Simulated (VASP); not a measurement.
Write the native input for VASP 6.6.1 that does the following.

```yaml
Task: single point
Functional: PBE
Potentials_or_basis: VASP PAW PBE potentials, release 64 (Li_sv, Ga_d, Sb)
Cutoff: 520 eV
k_mesh: 4 × 4 × 4
Occupations: gaussian, width 0.1 eV
Spin: no spin polarisation
Dipole_correction: no
Further_INCAR_settings: ALGO = Normal; EDIFF = 1e-06; NBANDS = 29
```

The structure of Li5GaSb2 lies in POSCAR:

```
Li5GaSb2
1.0
    0.0000000000      4.1760034200      4.1760034200
    4.1760034200      0.0000000000      4.1760034200
    4.1760034200      4.1760034200      0.0000000000
Li Ga Sb
5 1 2
Direct
    0.8708053300      0.8708053300      0.8708053300
    0.8708053300      0.8708053300      0.3875840100
    0.8708053300      0.3875840100      0.8708053300
    0.3875840100      0.8708053300      0.8708053300
    0.2500000000      0.2500000000      0.2500000000
    0.7500000000      0.7500000000      0.7500000000
    0.5000000000      0.5000000000      0.5000000000
    0.0000000000      0.0000000000      0.0000000000
```

The cell was generated, and may not be a known phase.

These files were run (other wordings do the same):

INCAR

```
  PREC = Accurate
  ENCUT = 520
  EDIFF = 1E-6
  ISMEAR = 0
  SIGMA = 0.1
  LREAL = F
  LASPH = T
  NELM = 100
  ALGO = Normal
  ISIF = 2
  LWAVE = F
  LCHARG = F
  GGA = PE
  NBANDS = 29
```

KPOINTS

```
Automatic mesh
0
Gamma
  4 4 4
```

Potentials or basis: VASP PAW PBE potentials, release 64 (Li_sv, Ga_d, Sb).

The run is started by

```console
$ cat potpaw_PBE.64/Li_sv/POTCAR potpaw_PBE.64/Ga_d/POTCAR potpaw_PBE.64/Sb/POTCAR > POTCAR
$ mpirun -np 1 vasp_std > vasp.out
```

It gave:

```json
{
 "Largest force": "0.706 eV/Å",
 "Band gap on the k mesh": "zero (bands 19 and 20 overlap by 0.14 eV)"
}
```

Caveat: atoms lie so close that the PAW spheres overlap strongly, which falsifies energies and pressures; spin-orbit coupling is left out, which moves the levels of the heavy elements.

It took 31 s on 1 thread of Intel(R) Xeon(R) 6975P-C (Granite Rapids), on a shared host, peak memory 0.33 GiB.
